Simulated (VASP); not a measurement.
Runs of VASP 6.6.1 on Si3C2. The structure is that of space group Pm-3m (No. 221), or close to it. The cells are those of the table. The cell was built from a structure type or drawn by symmetry, and may not be a known phase.

```tsv
task	cell	k mesh	cutoff (eV)	gap on the mesh (eV)	pressure (GPa)	relaxed volume (Å³/atom)
relaxation of cell and atoms	relaxed from a = 4.013 Å, 5 atoms	10 × 10 × 10	600	none	0.0	12.50
single point	a = 4.013 Å, 5 atoms	4 × 4 × 4	520	none	0.0	-
relaxation of cell and atoms	relaxed from a = 4.150 Å, 5 atoms	4 × 4 × 4	600	none	0.1	(a)
single point	a = 3.969 Å, 5 atoms	10 × 10 × 10	520	none	0.0	-
```

Alike in all rows: level PBE; potentials or basis VASP PAW PBE potentials, release 64 (Si, C); no spin polarisation; smearing gaussian 0.1 eV.

Task: Estimate the missing entries.

Result: (a) 12.91.

Caveats: some runs use coarse meshes.

A gap of «none» marks levels without a gap at the run's occupations.
